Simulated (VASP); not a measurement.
Crystal: MgC.

```
Mg C
1.0
     3.49678    0.00000    0.00000
     0.00000    2.61842    0.00000
    -1.10729    0.00000    5.60858
Mg C
2 2
Direct
  0.12575 0.75000 0.27129
  0.87425 0.25000 0.72871
  0.55458 0.75000 0.95405
  0.44542 0.25000 0.04595
```

* Program: VASP 6.6.1
* Task: relaxation of cell and atoms
* Functional: PBE
* Potentials or basis: VASP PAW PBE potentials, release 64 (Mg, C)
* Cutoff: 600 eV
* k mesh: 14 × 18 × 8
* Occupations: gaussian, width 0.1 eV
* Spin: no spin polarisation

At the start: pressure -0.1 GPa; volume 12.84 Å³/atom.

How do energy, volume and symmetry change on relaxing?

Over 21 steps the energy falls by 3.2 meV/atom and the volume is 12.99 Å³/atom (+1.2 %); space group P2_1/m (No. 11, to 0.1 Å) before and after.

The path:
```
step  energy change (eV)  largest force (eV/Å)  pressure (GPa)  volume (Å³)
   1              0.0000                0.1207           -0.12        51.35
   2             -0.0025                0.1081           -0.05        51.28
   3             -0.0033                0.1619            0.03        51.20
   4             -0.0047                0.1213            0.10        51.17
   5             -0.0073                0.0306            0.33        51.08
   6             -0.0037                0.3674            0.79        50.90
   7             -0.0076                0.0897            0.41        51.05
   8             -0.0089                0.0635            0.44        51.14
   9             -0.0105                0.0244            0.53        51.34
  10             -0.0106                0.0258            0.56        51.42
  11             -0.0117                0.0261           -0.08        51.74
  12             -0.0117                0.0290           -0.17        51.79
  13             -0.0120                0.0325           -0.10        51.79
  14             -0.0124                0.0477            0.06        51.79
  15             -0.0125                0.0385            0.06        51.82
  16             -0.0125                0.0342            0.06        51.82
  17             -0.0126                0.0206            0.04        51.86
  18             -0.0127                0.0127            0.01        51.92
  19             -0.0127                0.0105           -0.04        51.95
  20             -0.0127                0.0116           -0.05        51.96
  21             -0.0127                0.0073           -0.02        51.95
```

Final structure:
```xyz
4
Lattice="3.6003 0.0000 0.0254 0.0000 2.6310 0.0000 -1.1009 0.0000 5.4771" Properties=species:S:1:pos:R:3 pbc="T T T"
Mg    0.1600    1.9732    1.4717
Mg    2.3394    0.6577    4.0308
C     0.9789    1.9732    5.2862
C     1.5204    0.6577    0.2163
```
